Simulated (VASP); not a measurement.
A run of VASP 6.6.1:

The input INCAR:

```
SYSTEM = AlPt
ALGO = Normal
EDIFF = 1E-6
ENCUT = 500
GGA = PS
GGA_COMPAT = .FALSE.
ISIF = 2
ISMEAR = 0
IVDW = 12
LASPH = .TRUE.
LCHARG = .FALSE.
LREAL = .FALSE.
LWAVE = .FALSE.
NBANDS = 18
NELM = 120
PREC = Accurate
SIGMA = 0.1
```

KPOINTS

```
k-points
0
G
  14 14 14
  0 0 0
```

Contents of POSCAR:

```
AlPt
1.0
    3.0601616564      0.0000000000      0.0000000000
    0.0000000000      3.0601616564      0.0000000000
    0.0000000000      0.0000000000      3.0601616564
Al Pt
1 1
Direct
    0.0000000000      0.0000000000      0.0000000000
    0.5000000000      0.5000000000      0.5000000000
```

Potentials or basis: VASP PAW PBE potentials, release 64 (Al, Pt_sv_GW).

Launch:

```console
$ cat potpaw_PBE.64/Al/POTCAR potpaw_PBE.64/Pt_sv_GW/POTCAR > POTCAR
$ mpirun -np 1 vasp_std > vasp.out
```

Hardware: 1 thread of AMD EPYC 9R45 (Zen 5) (shared host).

Q: How long does it take, and how much memory?

A: Run time: 41 s on 1 thread of AMD EPYC 9R45 (Zen 5), on a shared host, peak memory 0.16 GiB. Counts: scf iterations 12, k points 120.
